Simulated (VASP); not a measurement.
Crystal: Ga4TeAs.

```xyz
6
Lattice="4.0895 0.0000 0.0000 0.0000 4.0895 0.0000 0.0000 0.0000 7.1876" Properties=species:S:1:pos:R:3 pbc="T T T"
Ga    2.0448    0.0000    0.0000
Ga    0.0000    2.0448    0.0000
Ga    0.0000    0.0000    1.9672
Ga    0.0000    0.0000    5.2204
Te    2.0448    2.0448    3.5938
As    0.0000    0.0000    0.0000
```

The cell was built from a structure type or drawn by symmetry, and may not be a known phase.

- Program: VASP 6.6.1
- Task: relaxation of cell and atoms
- Functional: PBE
- Potentials or basis: VASP PAW PBE potentials, release 64 (Ga_d, Te, As)
- Cutoff: 600 eV
- k mesh: 4 × 4 × 4
- Occupations: gaussian, width 0.1 eV
- Spin: no spin polarisation

At the start: pressure 46.4 GPa; volume 20.03 Å³/atom.

Problem. Where does the relaxation end?

Solution. Over 18 steps the energy falls by 1831.3 meV/atom and the volume is 33.81 Å³/atom (+68.8 %); space group P4/mmm (No. 123, to 0.1 Å) before and after.

The path:
```
step  energy change (eV)  largest force (eV/Å)  pressure (GPa)  volume (Å³)
   1              0.0000               12.1522           46.36       120.21
   2             -9.5045                0.0623           -1.37       251.45
   3            -10.0410                0.8827            2.82       190.44
   4            -10.3584                0.2359           -0.63       227.51
   5            -10.3658                0.3703            0.04       217.34
   6            -10.3687                0.3311           -0.12       219.68
   7            -10.4643                0.1627           -0.45       219.37
   8            -10.5380                0.1646           -0.50       218.70
   9            -10.7035                1.5008           -1.10       216.44
  10            -10.7514                1.6812           -1.01       214.55
  11            -10.7759                1.9140           -0.78       212.12
  12            -10.8736                1.3530           -0.69       209.77
  13            -10.9675                0.1353           -0.05       203.12
  14            -10.9714                0.1266           -0.20       204.25
  15            -10.9812                0.0947           -0.19       203.94
  16            -10.9875                0.0482           -0.17       203.42
  17            -10.9876                0.0466           -0.15       203.40
  18            -10.9881                0.0237           -0.09       202.88
```

Final structure:
```
Ga Te As
1.0
     5.14157    0.00000    0.00000
     0.00000    5.14157    0.00000
     0.00000    0.00000    7.67459
Ga Te As
4 1 1
Direct
  0.50000 0.00000 0.00000
  0.00000 0.50000 0.00000
  0.00000 0.00000 0.33962
  0.00000 0.00000 0.66038
  0.50000 0.50000 0.50000
  0.00000 0.00000 0.00000
```

Caveat: the k points lie up to 0.31 Å⁻¹ apart in the final cell, too coarse for converged energies and pressures of a metal; the volume moved by over 15 % at a fixed basis, so the end points are rough.
